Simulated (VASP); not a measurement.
The system is Ni.

```
Ni
1.0
     0.00000    1.75914    1.75914
     1.75914    0.00000    1.75914
     1.75914    1.75914    0.00000
Ni
1
Cartesian
  0.0000 0.0000 0.0000
```

Base run:

| Property | Result |
| --- | --- |
| Program | VASP 6.6.1 |
| Functional | PBE |
| Potentials or basis | VASP PAW PBE potentials, release 64 (Ni) |
| Cutoff | 520 eV |
| k mesh | 24 × 24 × 24 |
| Occupations | gaussian, width 0.15 eV |
| Spin | collinear spin, ferromagnetic start |
| Starting moments | [0.625] μB |
| Fixed moment | 0.625 μB |

Its results: pressure 0.2 GPa; site moments Ni +0.64 μB.

The run is repeated on the same cell with these changes: fixed moment from 0.625 μB to 0.5 μB; moments at the start from [0.62] to [0.5]. What comes out?

Pressure -0.4 GPa; site moments Ni +0.51 μB.

Caveats: the total moment is fixed, so each spin has its own Fermi level.
